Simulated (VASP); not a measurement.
# LiCl: relaxation of cell and atoms with PBEsol+D3(BJ)

Crystal: LiCl.

```
Cl Li
1.0
     0.00000    2.56477    2.56477
     2.56477    0.00000    2.56477
     2.56477    2.56477    0.00000
Cl Li
1 1
Direct
  0.50000 0.50000 0.50000
  0.00000 0.00000 0.00000
```

* Program: VASP 6.6.1
* Task: relaxation of cell and atoms
* Functional: PBEsol
* Dispersion: D3(BJ)
* Potentials or basis: VASP PAW PBE potentials, release 64 (Cl, Li_sv)
* Cutoff: 600 eV
* k mesh: 9 × 9 × 9
* Occupations: fermi-dirac, width 0.05 eV
* Spin: no spin polarisation
* Dipole correction: no
* Further INCAR settings: ALGO = Normal; EDIFF = 1e-06; IBRION = 2; EDIFFG = -0.005; NSW = 80; ISIF = 3

```yaml
Relaxed_volume: 15.35 Å³/atom
Relaxed_cell: a = 3.515 Å, b = 3.515 Å, c = 3.515 Å, α = 60.00°, β = 60.00°, γ = 60.00°
Space_group_after_relaxing_to_0.05_Å: Fm-3m (No. 225)
Energy_gained_by_relaxing: 15.8 meV/atom
Ionic_steps: 4
Pressure_after_relaxing: 0.0 GPa
Band_gap_on_the_k_mesh: 6.70 eV, indirect (least direct gap 6.71 eV)
Dispersion_energy_per_atom: -0.200 eV
```

The path:
| step | energy change (eV) | largest force (eV/Å) | pressure (GPa) | volume (Å³) |
| --- | --- | --- | --- | --- |
| 1 | 0.0000 | 0.0000 | -3.05 | 33.74 |
| 2 | -0.0232 | 0.0000 | -1.70 | 32.20 |
| 3 | -0.0314 | 0.0000 | -0.23 | 30.89 |
| 4 | -0.0315 | 0.0000 | 0.01 | 30.70 |

Final structure:
```
CELL_PARAMETERS angstrom
0.00000 2.48520 2.48520
2.48520 0.00000 2.48520
2.48520 2.48520 0.00000
ATOMIC_POSITIONS crystal
Cl 0.50000 0.50000 0.50000
Li 0.00000 0.00000 0.00000
```

Levels at points of the mesh, in eV from the valence-band top:
```csv
k point,band 3,band 4,band 5,band 6,band 7,band 8
"(0.00, 0.00, 0.00)",0.00,0.00,0.00,6.71,11.88,11.88
```

Wall time 26 s on 1 thread of AMD EPYC 7R13 Processor (Zen 3), with other jobs on the host, peak memory 0.15 GiB.

Caveat: the cutoff is under 1.25 times the usual one of these potentials, so pressure, stress and relaxed cells hold a basis-set (Pulay) error; the PAW data sets were made with another functional, which shifts forces and pressure a little. A hybrid or GW would open this gap; PBEsol tends to underestimate it.
